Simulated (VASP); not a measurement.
# SrCl2 (Fm-3m) in VASP: density of states with PBE

Aim: the density of states of SrCl2 with PBE.

Program: VASP 6.6.1. These are calculated values, not measurements. Logs are shortened: lines on timing, memory, paths and dates and some standing lists are left out, and cuts for length are marked.

## 1. The cell of the first run

The structure is cubic, space group Fm-3m (No. 225). Conventional cell: a = 7.011 Å, b = 7.011 Å, c = 7.011 Å, α = 90.00°, β = 90.00°, γ = 90.00°. Sr (site symmetry m-3m) has 8 Cl at 3.04 Å within 4.0 Å. Within 4.0 Å of Cl (site symmetry -43m) lie 4 Sr at 3.04 Å and 6 Cl at 3.51 Å.

## 2. Density of states, PBE

File POSCAR:

```
SrCl2
1.0
    0.0000000000      3.5054959200      3.5054959200
    3.5054959200      0.0000000000      3.5054959200
    3.5054959200      3.5054959200      0.0000000000
Sr Cl
1 2
Direct
    0.0000000000      0.0000000000      0.0000000000
    0.2500000000      0.2500000000      0.2500000000
    0.7500000000      0.7500000000      0.7500000000
```

File INCAR.step1:

```
  ALGO = Normal
  EDIFF = 1E-6
  ENCUT = 520
  GGA = PE
  ISIF = 2
  ISMEAR = -1
  LASPH = True
  LCHARG = True
  LREAL = False
  LWAVE = False
  NBANDS = 19
  NELM = 60
  PREC = Accurate
  SIGMA = 0.0767
```

File KPOINTS.step1:

```
k-points
0
Gamma
  6 6 6
```

File INCAR.step2:

```
  ALGO = Normal
  EDIFF = 1E-6
  ENCUT = 520
  GGA = PE
  ICHARG = 11
  ISIF = 2
  ISMEAR = -5
  LASPH = True
  LCHARG = False
  LORBIT = 11
  LREAL = False
  LWAVE = False
  NEDOS = 2001
  NELM = 60
  PREC = Accurate
  SIGMA = 0.0767
```

File KPOINTS.step2:

```
k-points
0
Gamma
  9 9 9
```

Potentials or basis: VASP PAW PBE potentials, release 64 (Sr_sv, Cl).

The run is started by

```
> cat potpaw_PBE.64/Sr_sv/POTCAR potpaw_PBE.64/Cl/POTCAR > POTCAR
> cp INCAR.step1 INCAR
> cp KPOINTS.step1 KPOINTS
> mpirun -np 1 vasp_std > vasp.out
> cp INCAR.step2 INCAR
> cp KPOINTS.step2 KPOINTS
> mpirun -np 1 vasp_std > vasp.out
```

OUTCAR:

```text
EDIFF = 1E-6
   ENCUT = 520
   GGA = PE
   ICHARG = 11
   ISIF = 2
   ISMEAR = -5
   LASPH = True
   LORBIT = 11
   LREAL = False
   NELM = 60
   PREC = Accurate

 ion  position               nearest neighbor table
   1  0.000  0.000  0.000-   3 3.04   3 3.04   3 3.04   2 3.04   3 3.04   2 3.04   2 3.04   2 3.04

   2  0.250  0.250  0.250-   1 3.04   1 3.04   1 3.04   1 3.04
   3  0.750  0.750  0.750-   1 3.04   1 3.04   1 3.04   1 3.04

  LATTYP: Found a face centered cubic cell.
 ALAT       =     7.0109918400

  Lattice vectors:

 A1 = (   0.0000000000,   3.5054959200,   3.5054959200)
 A2 = (   3.5054959200,   0.0000000000,   3.5054959200)
 A3 = (   3.5054959200,   3.5054959200,   0.0000000000)

Analysis of symmetry for initial positions (statically):
=====================================================================
 Subroutine PRICEL returns:
 Original cell was already a primitive cell.

 Routine SETGRP: Setting up the symmetry group for a
 face centered cubic supercell.

 Subroutine GETGRP returns: Found 48 space group operations
 (whereof 48 operations were pure point group operations)
 out of a pool of 48 trial point group operations.

The static configuration has the point symmetry O_h .

Analysis of symmetry for dynamics (positions and initial velocities):
=====================================================================
 Subroutine PRICEL returns:
 Original cell was already a primitive cell.

 Routine SETGRP: Setting up the symmetry group for a
 face centered cubic supercell.

 Subroutine GETGRP returns: Found 48 space group operations
 (whereof 48 operations were pure point group operations)
 out of a pool of 48 trial point group operations.

The dynamic configuration has the point symmetry O_h .

 Subroutine INISYM returns: Found 48 space group operations
 (whereof 48 operations are pure point group operations),
 and found     1 'primitive' translations

----------------------------------------------------------------------------------------

                                     Primitive cell

  volume of cell :      86.1546

  direct lattice vectors                    reciprocal lattice vectors
     0.000000000  3.505495920  3.505495920    -0.142633171  0.142633171  0.142633171
     3.505495920  0.000000000  3.505495920     0.142633171 -0.142633171  0.142633171
     3.505495920  3.505495920  0.000000000     0.142633171  0.142633171 -0.142633171

  length of vectors
     4.957519873  4.957519873  4.957519873     0.247047900  0.247047900  0.247047900

  position of ions in fractional coordinates (direct lattice)
     0.000000000  0.000000000  0.000000000
     0.250000000  0.250000000  0.250000000
     0.750000000  0.750000000  0.750000000

  ion indices of the primitive-cell ions
   primitive index   ion index
                 1           1
                 2           2
                 3           3

----------------------------------------------------------------------------------------

 KPOINTS: k-points

Automatic generation of k-mesh.
 Grid dimensions read from file:
 generate k-points for:    9    9    9

 Generating k-lattice:

  Cartesian coordinates                     Fractional coordinates (reciprocal lattice)
    -0.015848130  0.015848130  0.015848130     0.111111111  0.000000000  0.000000000
     0.015848130 -0.015848130  0.015848130     0.000000000  0.111111111  0.000000000
     0.015848130  0.015848130 -0.015848130     0.000000000  0.000000000  0.111111111

  Length of vectors
     0.027449767  0.027449767  0.027449767

  Shift w.r.t. Gamma in fractional coordinates (k-lattice)
     0.000000000  0.000000000  0.000000000

 TETIRR: Found    115 inequivalent tetrahedra from     4374

 Subroutine IBZKPT returns following result:
 ===========================================

 Found     35 irreducible k-points:

 Following reciprocal coordinates:
            Coordinates               Weight
  0.000000  0.000000  0.000000      1.000000
  0.111111  0.000000  0.000000      8.000000
  0.222222  0.000000  0.000000      8.000000
  0.333333  0.000000  0.000000      8.000000
  0.444444  0.000000  0.000000      8.000000
  0.111111  0.111111  0.000000      6.000000
[... 16 lines left out ...]
 -0.333333  0.333333  0.000000     12.000000
  0.444444  0.444444  0.000000      6.000000
 [... further k-points ...]
   k-points           NKPTS =     35   k-points in BZ     NKDIM =     35   number of bands    NBANDS=     16
   number of dos      NEDOS =   2001   number of ions     NIONS =      3
   total plane-waves  NPLWV =  64000
   dimension x,y,z NGX =    40 NGY =   40 NGZ =   40
   dimension x,y,z NGXF=    80 NGYF=   80 NGZF=   80
   ions per type =               1   2
   NGX,Y,Z   is equivalent  to a cutoff of  13.41, 13.41, 13.41 a.u.
   NGXF,Y,Z  is equivalent  to a cutoff of  26.83, 26.83, 26.83 a.u.
 SYSTEM =  unknown system
   PREC   = accura    normal or accurate (medium, high low for compatibility)
   ISTART =      0    job   : 0-new  1-cont  2-samecut
   ICHARG =     11    charge: 1-file 2-atom 10-const
   ISPIN  =      1    spin polarized calculation?
   LNONCOLLINEAR =      F non collinear calculations
   LSORBIT =      F    spin-orbit coupling
   LASPH  =      T    aspherical Exc in radial PAW
   ENCUT  =  520.0 eV  38.22 Ry    6.18 a.u.   9.22  9.22  9.22*2*pi/ulx,y,z
   NELM   =     60;   NELMIN=  2; NELMDL=  0     # of ELM steps
   EDIFF  = 0.1E-05   stopping-criterion for ELM
   LREAL  =      F    real-space projection
   EDIFFG = 0.1E-04   stopping-criterion for IOM
   NSW    =      0    number of steps for IOM
   IBRION =     -1    ionic relax: 0-MD 1-quasi-New 2-CG
   NFREE  =      0    steps in history (QN), initial steepest desc. (CG)
   ISIF   =      2    stress and relaxation
   ISYM   =      2    0-nonsym 1-usesym 2-fastsym
   POTIM  = 0.5000    time-step for ionic-motion
   TEBEG  =    0.0;   TEEND  =   0.0 temperature during run
   PSTRESS=    0.0 pullay stress
   NELECT =      24.0000    total number of electrons
   NUPDOWN=      -1.0000    fix difference up-down
   EMIN   =  10.00;   EMAX   =-10.00  energy-range for DOS
   EFERMI =   0.00;   METHOD = LEGACY
   ISMEAR =    -5;   SIGMA  =   0.08  broadening in eV -4-tet -1-fermi 0-gaus
   EFERMI_NEDOS =   21; number of points for ismear=-14 and -15
   IALGO  =     38    algorithm
   IMIX   =      4    mixing-type and parameters
     AMIX     =   0.40;   BMIX     =  1.00
     AMIX_MAG =   1.60;   BMIX_MAG =  1.00
  volume/ion in A,a.u.               =      28.72       193.80
  Fermi-wavevector in a.u.,A,eV,Ry     =   1.069184  2.020465 15.553560  1.143154
  Thomas-Fermi vector in A             =   2.204855
   LORBIT       =     11    0 simple, 1 ext, 2 COOP (PROOUT), +10 PAW based schemes
   GGA     = PE    functional components
   LHFCALC =     F    Hartree Fock is set to
   AEXX    =    0.0000 exact exchange contribution
   IVDW    =     0    specifies the selected vdW correction
   LEPSILON=     F    determine dielectric tensor
   LRPA    =     F    only Hartree local field effects (RPA)
 non-spin polarized calculation
 Fermi weights with tetrahedron method with Bloechl corrections
  energy-cutoff  :      520.00
  volume of cell :       86.15
 maximum number of plane-waves:      2334
 NGX is ok and might be reduce to    40

 number of electron      24.0000001 magnetization

 Free energy of the ion-electron system (eV)
  ---------------------------------------------------
  ext. energy  EPLUGINS =         0.00000000
  ---------------------------------------------------
  free energy    TOTEN  =       -12.78901421 eV

  energy without entropy =      -12.78901421  energy(sigma->0) =      -12.78901421

 E-fermi :   0.0489     XC(G=0):  -8.2197

 val. band max:        0.0369180121   @ k =  -0.4444   0.4444   0.0000
 cond. band min:       5.3382700184   @ k =   0.0000   0.0000   0.0000
 fundamental gap:      5.3013520063
 Fermi energy:         0.0489456962

 k-point     1 :       0.0000    0.0000    0.0000
  band No.  band energies     occupation
      1     -32.8788      2.00000
      2     -14.8641      2.00000
      3     -14.8641      2.00000
      4     -14.8641      2.00000
      5     -13.2032      2.00000
      6     -12.3828      2.00000
[... 8 lines left out ...]
     15       6.1582      0.00000
     16       9.0690      0.00000

 k-point     2 :       0.1111    0.0000    0.0000
  band No.  band energies     occupation
      1     -32.8785      2.00000
      2     -14.9023      2.00000
      3     -14.8656      2.00000
      4     -14.8656      2.00000
      5     -13.1359      2.00000
      6     -12.4095      2.00000
[... 8 lines left out ...]
     15       6.2543      0.00000
     16       8.3750      0.00000

 k-point     3 :       0.2222    0.0000    0.0000
  band No.  band energies     occupation
      1     -32.8776      2.00000
      2     -14.9874      2.00000
      3     -14.8694      2.00000
      4     -14.8694      2.00000
      5     -12.9836      2.00000
      6     -12.4678      2.00000
[... 8 lines left out ...]
     15       6.4741      0.00000
     16       7.8454      0.00000

 k-point     4 :       0.3333    0.0000    0.0000
  band No.  band energies     occupation
      1     -32.8766      2.00000
      2     -15.0692      2.00000
      3     -14.8737      2.00000
      4     -14.8737      2.00000
      5     -12.8559      2.00000
      6     -12.4986      2.00000
[... 8 lines left out ...]
     15       6.8516      0.00000
     16       8.0001      0.00000
[... 324 lines left out ...]
 k-point    22 :      -0.4444    0.3333    0.0000
  band No.  band energies     occupation
      1     -32.8751      2.00000
      2     -15.1180      2.00000
      3     -14.9573      2.00000
      4     -14.8892      2.00000
      5     -12.6401      2.00000
      6     -12.5343      2.00000
[... 8 lines left out ...]
     15       7.3367      0.00000
     16       7.5794      0.00000

 k-point    23 :      -0.3333    0.3333    0.0000
  band No.  band energies     occupation
      1     -32.8752      2.00000
      2     -15.0591      2.00000
      3     -15.0150      2.00000
      4     -14.8851      2.00000
      5     -12.6343      2.00000
      6     -12.5487      2.00000
[... 8 lines left out ...]
     15       7.2427      0.00000
     16       7.6273      0.00000

 k-point    24 :       0.4444    0.4444    0.0000
  band No.  band energies     occupation
      1     -32.8750      2.00000
      2     -15.1714      2.00000
      3     -14.8936      2.00000
      4     -14.8936      2.00000
      5     -12.6658      2.00000
      6     -12.5128      2.00000
[... 8 lines left out ...]
     15       7.5400      0.00000
     16       8.0142      0.00000

 [... further k-points ...]
[... 5 lines left out ...]
  --------------------------------------------------------------------------------------
  -------------------------------------------------------------------------------------
  Total        0.2841444      0.2841444      0.2841444      0.0000000      0.0000000      0.0000000
  in kB        5.2841039      5.2841039      5.2841039      0.0000000      0.0000000      0.0000000
  external PRESSURE =       5.2841039 kB  Pullay stress =       0.0000000 kB

 VOLUME and BASIS-vectors are now :
 -----------------------------------------------------------------------------
  energy-cutoff  :      520.00
  volume of cell :       86.15
      direct lattice vectors                 reciprocal lattice vectors
     0.000000000  3.505495920  3.505495920    -0.142633171  0.142633171  0.142633171
     3.505495920  0.000000000  3.505495920     0.142633171 -0.142633171  0.142633171
     3.505495920  3.505495920  0.000000000     0.142633171  0.142633171 -0.142633171

 POSITION                                       TOTAL-FORCE (eV/Angst)
 -----------------------------------------------------------------------------------
      0.00000      0.00000      0.00000        -0.000000      0.000000      0.000000
      1.75275      1.75275      1.75275        -0.000000     -0.000000      0.000000
      5.25824      5.25824      5.25824         0.000000      0.000000     -0.000000
 -----------------------------------------------------------------------------------
    total drift:                               -0.000000     -0.000000      0.000000

  FREE ENERGIE OF THE ION-ELECTRON SYSTEM (eV)
  ---------------------------------------------------
  free  energy   TOTEN  =       -12.7890142110 eV

  energy  without entropy=      -12.7890142110  energy(sigma->0) =      -12.78901421

 total charge

# of ion       s       p       d       tot
------------------------------------------
    1        1.996   5.773   0.148   7.917
    2        1.592   3.582   0.000   5.174
    3        1.592   3.582   0.000   5.174
--------------------------------------------------
tot          5.180  12.938   0.148  18.266
```

It took 66 s on 1 thread of AMD EPYC 7R13 (Zen 3), shared host; peak memory 0.21 GiB.

Results:

```
Valence electrons inside the program's atomic spheres : Sr 7.92; Cl 5.17
```
